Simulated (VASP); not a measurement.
A run of VASP 6.6.1:

File INCAR:

```
  ALGO = Normal
  EDIFF = 1E-6
  ENCUT = 520
  GGA = PS
  ISIF = 2
  ISMEAR = 0
  LASPH = T
  LCHARG = F
  LREAL = F
  LWAVE = F
  NBANDS = 26
  NELM = 80
  PREC = Accurate
  SIGMA = 0.02
```

KPOINTS

```
k-points
0
Gamma
  9 9 6
```

File POSCAR:

```
ZnO
1.0
    3.2951270871      0.0000000000      0.0000000000
   -1.6475635436      2.8536637661      0.0000000000
    0.0000000000      0.0000000000      5.1046944380
Zn O
2 2
Direct
    0.6666666667      0.3333333333      0.4953089552
    0.3333333333      0.6666666667     -0.0046910448
    0.6666666667      0.3333333333      0.8850010448
    0.3333333333      0.6666666667      0.3850010448
```

Potentials or basis: VASP PAW PBE potentials, release 64 (Zn, O).

Command:

```console
$ cat potpaw_PBE.64/Zn/POTCAR potpaw_PBE.64/O/POTCAR > POTCAR
$ mpirun -np 1 vasp_std > vasp.out
```

Hardware: 1 thread of Intel(R) Xeon(R) Platinum 8488C (Sapphire Rapids), on a shared host.

Problem. How long does it take, and how much memory?

Solution. Run time: 56 s on 1 thread of Intel(R) Xeon(R) Platinum 8488C (Sapphire Rapids) (shared host), peak memory 0.2 GiB. Counts: scf iterations 15, k points 48.
